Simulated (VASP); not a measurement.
# InAs (Fm-3m) in VASP: single point with r2SCAN+rVV10

Aim: the single point of InAs with r2SCAN+rVV10.

All numbers are computed with VASP 6.6.1; they aren't measurements. Logs are shortened: lines on timing, memory, paths and dates and some standing lists are left out, and cuts for length are marked.

## Step 1: The cell of the first run

It takes space group Fm-3m (No. 225, cubic). The conventional cell has a = 5.507 Å, b = 5.507 Å, c = 5.507 Å, α = 90.00°, β = 90.00°, γ = 90.00°. In (site symmetry m-3m) has 6 As at 2.75 Å within 3.6 Å. Within 3.6 Å of As (site symmetry m-3m) lie 6 In at 2.75 Å.

## Step 2: Single point, r2SCAN+rVV10

POSCAR

```
InAs
1.0
    0.0000000000      2.7535100108      2.7535100108
    2.7535100108      0.0000000000      2.7535100108
    2.7535100108      2.7535100108      0.0000000000
In As
1 1
Direct
    0.5000000000      0.5000000000      0.5000000000
    0.0000000000      0.0000000000      0.0000000000
```

INCAR.step1

```
SYSTEM = InAs
PREC     = Accurate       ! precision mode
ENCUT    = 560            ! plane-wave cutoff, eV
ISMEAR   = 0              ! smearing method
SIGMA    = 0.1            ! smearing width, eV
LREAL    = .False.        ! projectors in reciprocal space
LASPH    = .True.         ! aspherical terms in the spheres
NELM     = 120            ! most SCF steps
NBANDS   = 21             ! bands
GGA      = PE             ! functional
ALGO     = Normal         ! electronic algorithm
EDIFF    = 1E-5           ! SCF threshold, eV
LWAVE    = .True.         ! write WAVECAR
LCHARG   = .False.        ! write CHGCAR
GGA_COMPAT= .False.
```

INCAR.step2

```
SYSTEM = InAs
PREC     = Accurate       ! precision mode
ENCUT    = 560            ! plane-wave cutoff, eV
EDIFF    = 1E-6           ! SCF threshold, eV
ISMEAR   = 0              ! smearing method
SIGMA    = 0.1            ! smearing width, eV
LREAL    = .False.        ! projectors in reciprocal space
LASPH    = .True.         ! aspherical terms in the spheres
NELM     = 120            ! most SCF steps
ALGO     = Normal         ! electronic algorithm
ISIF     = 2              ! what is computed and relaxed
LWAVE    = .False.        ! write WAVECAR
LCHARG   = .False.        ! write CHGCAR
METAGGA  = R2SCAN         ! meta-GGA
LMIXTAU  = .True.       
LUSE_VDW = .True.       
IVDW_NL  = 2            
BPARAM   = 11.95        
CPARAM   = 0.0093       
NBANDS   = 21             ! bands
ISTART   = 1            
GGA_COMPAT= .False.
```

KPOINTS

```
regular mesh
0
Gamma
  14 14 14
  0 0 0
```

Potentials or basis: VASP PAW PBE potentials, release 64 (In_d, As_d).

Run with:

```
> cat potpaw_PBE.64/In_d/POTCAR potpaw_PBE.64/As_d/POTCAR > POTCAR
> cp INCAR.step1 INCAR
> mpirun -np 1 vasp_std > vasp.out
> cp INCAR.step2 INCAR
> mpirun -np 1 vasp_std > vasp.out
```

OUTCAR:

```text
SYSTEM = InAs
   PREC = Accurate
   ENCUT = 560
   EDIFF = 1E-6
   ISMEAR = 0
   LREAL = .False.
   LASPH = .True.
   NELM = 120
   ISIF = 2
   METAGGA = R2SCAN
   IVDW_NL = 2
   BPARAM = 11.95
   ISTART = 1

 ion  position               nearest neighbor table
   1  0.500  0.500  0.500-   2 2.75   2 2.75   2 2.75   2 2.75   2 2.75   2 2.75
   2  0.000  0.000  0.000-   1 2.75   1 2.75   1 2.75   1 2.75   1 2.75   1 2.75

  LATTYP: Found a face centered cubic cell.
 ALAT       =     5.5070200216

  Lattice vectors:

 A1 = (   0.0000000000,   2.7535100108,   2.7535100108)
 A2 = (   2.7535100108,   0.0000000000,   2.7535100108)
 A3 = (   2.7535100108,   2.7535100108,   0.0000000000)

Analysis of symmetry for initial positions (statically):
=====================================================================
 Subroutine PRICEL returns:
 Original cell was already a primitive cell.

 Routine SETGRP: Setting up the symmetry group for a
 face centered cubic supercell.

 Subroutine GETGRP returns: Found 48 space group operations
 (whereof 48 operations were pure point group operations)
 out of a pool of 48 trial point group operations.

The static configuration has the point symmetry O_h .

Analysis of symmetry for dynamics (positions and initial velocities):
=====================================================================
 Subroutine PRICEL returns:
 Original cell was already a primitive cell.

 Routine SETGRP: Setting up the symmetry group for a
 face centered cubic supercell.

 Subroutine GETGRP returns: Found 48 space group operations
 (whereof 48 operations were pure point group operations)
 out of a pool of 48 trial point group operations.

The dynamic configuration has the point symmetry O_h .

 Subroutine INISYM returns: Found 48 space group operations
 (whereof 48 operations are pure point group operations),
 and found     1 'primitive' translations

----------------------------------------------------------------------------------------

                                     Primitive cell

  volume of cell :      41.7532

  direct lattice vectors                    reciprocal lattice vectors
     0.000000000  2.753510011  2.753510011    -0.181586411  0.181586411  0.181586411
     2.753510011  0.000000000  2.753510011     0.181586411 -0.181586411  0.181586411
     2.753510011  2.753510011  0.000000000     0.181586411  0.181586411 -0.181586411

  length of vectors
     3.894051201  3.894051201  3.894051201     0.314516889  0.314516889  0.314516889

[... 79 lines left out ...]
   NELM   =    120;   NELMIN=  2; NELMDL=  0     # of ELM steps
   EDIFF  = 0.1E-05   stopping-criterion for ELM
   LREAL  =      F    real-space projection
   EDIFFG = 0.1E-04   stopping-criterion for IOM
   NSW    =      0    number of steps for IOM
   IBRION =     -1    ionic relax: 0-MD 1-quasi-New 2-CG
   NFREE  =      0    steps in history (QN), initial steepest desc. (CG)
   ISIF   =      2    stress and relaxation
   ISYM   =      2    0-nonsym 1-usesym 2-fastsym
   POTIM  = 0.5000    time-step for ionic-motion
   TEBEG  =    0.0;   TEEND  =   0.0 temperature during run
   PSTRESS=    0.0 pullay stress
   NELECT =      28.0000    total number of electrons
   NUPDOWN=      -1.0000    fix difference up-down
   EMIN   =  10.00;   EMAX   =-10.00  energy-range for DOS
   EFERMI =   0.00;   METHOD = LEGACY
   ISMEAR =     0;   SIGMA  =   0.10  broadening in eV -4-tet -1-fermi 0-gaus
   EFERMI_NEDOS =   21; number of points for ismear=-14 and -15
   IALGO  =     38    algorithm
   IMIX   =      4    mixing-type and parameters
     AMIX     =   0.40;   BMIX     =  1.00
     AMIX_MAG =   1.60;   BMIX_MAG =  1.00
  volume/ion in A,a.u.               =      20.88       140.88
  Fermi-wavevector in a.u.,A,eV,Ry     =   1.432949  2.707882 27.937440  2.053344
  Thomas-Fermi vector in A             =   2.552521
   LORBIT       =      0    0 simple, 1 ext, 2 COOP (PROOUT), +10 PAW based schemes
   METAGGA = R2SCAN    functional components
   LHFCALC =     F    Hartree Fock is set to
   AEXX    =    0.0000 exact exchange contribution
   IVDW_NL    =     2    kernel type
   BPARAM     =11.9500
   IVDW    =     0    specifies the selected vdW correction
   LEPSILON=     F    determine dielectric tensor
   LRPA    =     F    only Hartree local field effects (RPA)
 non-spin polarized calculation
 Gauss-broadening in eV      SIGMA  =   0.10
  energy-cutoff  :      560.00
  volume of cell :       41.75
 maximum number of plane-waves:      1283
   NGX = 15   NGY = 15   NGZ = 15

 number of electron      27.9999991 magnetization

 Free energy of the ion-electron system (eV)
  ---------------------------------------------------
  ext. energy  EPLUGINS =         0.00000000
  ---------------------------------------------------
  free energy    TOTEN  =       -36.77005022 eV

  energy without entropy =      -36.76450428  energy(sigma->0) =      -36.76727725

 E-fermi :   6.3994     XC(G=0): -11.9520

 val. band max:        6.3915867088   @ k =   0.3571   0.1429   0.0714
 cond. band min:       6.4061038576   @ k =  -0.3571   0.1429   0.0000
 fundamental gap:      0.0145171488
 Fermi energy:         6.3994365253

 k-point     1 :       0.0000    0.0000    0.0000
  band No.  band energies     occupation
      1     -29.4437      2.00000
      2     -29.4437      2.00000
      3     -29.4292      2.00000
      4     -29.4292      2.00000
      5     -29.4292      2.00000
      6      -8.5931      2.00000
[... 565 lines left out ...]
     20      17.3720      0.00000
     21      17.6658      0.00000

 [... further k-points ...]

------------------------ aborting loop because EDIFF is reached ----------------------------------------

  FORCE on cell =-STRESS in cart. coord.  units (eV):
  Direction    XX          YY          ZZ          XY          YZ          ZX
  --------------------------------------------------------------------------------------
  -------------------------------------------------------------------------------------
  Total        1.9885824      1.9885824      1.9885824      0.0000000      0.0000000      0.0000000
  in kB       76.3069675     76.3069675     76.3069675      0.0000000      0.0000000      0.0000000
  external PRESSURE =      76.3069675 kB  Pullay stress =       0.0000000 kB

 VOLUME and BASIS-vectors are now :
 -----------------------------------------------------------------------------
  energy-cutoff  :      560.00
  volume of cell :       41.75
      direct lattice vectors                 reciprocal lattice vectors
     0.000000000  2.753510011  2.753510011    -0.181586411  0.181586411  0.181586411
     2.753510011  0.000000000  2.753510011     0.181586411 -0.181586411  0.181586411
     2.753510011  2.753510011  0.000000000     0.181586411  0.181586411 -0.181586411

 POSITION                                       TOTAL-FORCE (eV/Angst)
 -----------------------------------------------------------------------------------
      2.75351      2.75351      2.75351         0.000000     -0.000000      0.000000
      0.00000      0.00000      0.00000        -0.000000      0.000000     -0.000000
 -----------------------------------------------------------------------------------
    total drift:                                0.000000      0.000000      0.000000

  FREE ENERGIE OF THE ION-ELECTRON SYSTEM (eV)
  ---------------------------------------------------
  free  energy   TOTEN  =       -36.7700502197 eV

  energy  without entropy=      -36.7645042838  energy(sigma->0) =      -36.76727725
```

OUTCAR.step1:

```text
SYSTEM = InAs
   PREC = Accurate
   ENCUT = 560
   ISMEAR = 0
   LREAL = .False.
   LASPH = .True.
[... 797 lines left out ...]
      2.75351      2.75351      2.75351        -0.000000     -0.000000     -0.000000
      0.00000      0.00000      0.00000         0.000000      0.000000      0.000000
 -----------------------------------------------------------------------------------
    total drift:                                0.000000      0.000000      0.000000

  FREE ENERGIE OF THE ION-ELECTRON SYSTEM (eV)
  ---------------------------------------------------
  free  energy   TOTEN  =        -7.1565755889 eV

  energy  without entropy=       -7.1510403661  energy(sigma->0) =       -7.15380798
```

OSZICAR.step1:

```text
N       E                     dE             d eps       ncg     rms          rms(c)
DAV:   1     0.212236073837E+03    0.21224E+03   -0.14023E+04  5285   0.572E+03
DAV:   2     0.223727751725E+02   -0.18986E+03   -0.18421E+03  4453   0.801E+02
DAV:   3    -0.604235419480E+01   -0.28415E+02   -0.28075E+02  4778   0.159E+02
DAV:   4    -0.733191225758E+01   -0.12896E+01   -0.12871E+01  5089   0.367E+01
DAV:   5    -0.736677088159E+01   -0.34859E-01   -0.34855E-01  5643   0.629E+00    0.495E+00
DAV:   6    -0.717325532927E+01    0.19352E+00   -0.36713E-01  5941   0.101E+01    0.262E+00
DAV:   7    -0.715716482083E+01    0.16091E-01   -0.91921E-02  6668   0.276E+00    0.747E-01
DAV:   8    -0.715645811801E+01    0.70670E-03   -0.85671E-03  6494   0.155E+00    0.184E-01
DAV:   9    -0.715657415911E+01   -0.11604E-03   -0.43703E-04  6210   0.280E-01    0.757E-02
DAV:  10    -0.715657558891E+01   -0.14298E-05   -0.46051E-05  6158   0.856E-02
   1 F= -.71565756E+01 E0= -.71538080E+01  d E =-.553522E-02
```

Wall time 5.1 min (1 thread of Intel Xeon Platinum 8375C at 2.90GHz (Ice Lake), shared host); peak memory 0.35 GiB.

What came out:

```
Free energy            : -36.7701 eV
Pressure               : 7.6 GPa
Band gap on the k mesh : zero (bands 14 and 15 overlap by 3.04 eV)
```

Caveat: the cell stands under pressure; the PAW data sets were made with another functional, which shifts forces and pressure a little; spin-orbit coupling is left out, which moves the levels of the heavy elements.
